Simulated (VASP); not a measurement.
Set up this calculation in VASP 6.6.1, as the native input.

- Task: single point
- Functional: PBE
- Potentials or basis: VASP PAW PBE potentials, release 64 (Ga_d, B)
- Cutoff: 520 eV
- k mesh: 10 × 10 × 8
- Occupations: gaussian, width 0.011 eV
- Spin: no spin polarisation
- Dipole correction: no
- Further INCAR settings: ALGO = Normal; EDIFF = 1e-06; NBANDS = 15

The structure of GaB lies in POSCAR:

```
GaB
1.0
    2.7182400000      0.0000000000      0.0000000000
    0.0000000000      2.7182400000      0.0000000000
    0.0000000000      0.0000000000      3.2362100000
Ga B
1 1
Direct
    0.5000000000      0.5000000000      0.5000000000
    0.0000000000      0.0000000000      0.0000000000
```

The input as run:

INCAR

```
SYSTEM = GaB
PREC = Accurate ; ENCUT = 520
EDIFF = 1E-6 ; ISMEAR = 0
SIGMA = 0.011 ; LREAL = .False.
LASPH = .True. ; NELM = 60
ALGO = Normal ; ISIF = 2
LWAVE = .False. ; LCHARG = .False.
GGA = PE ; NBANDS = 15
```

KPOINTS

```
Automatic mesh
0
Gamma
  10 10 8
  0 0 0
```

Potentials or basis: VASP PAW PBE potentials, release 64 (Ga_d, B).

Run with:

```console
$ cat potpaw_PBE.64/Ga_d/POTCAR potpaw_PBE.64/B/POTCAR > POTCAR
$ mpirun -np 1 vasp_std > vasp.out
```

Results of the run:

The pressure is 0.1 GPa and the band gap on the k mesh is zero (bands 8 and 9 overlap by 8.55 eV).

Run time: 20 s on 1 thread of Intel(R) Xeon(R) Platinum 8259CL CPU @ 2.50GHz (Skylake/Cascade Lake), with other jobs on the host, peak memory 0.15 GiB.
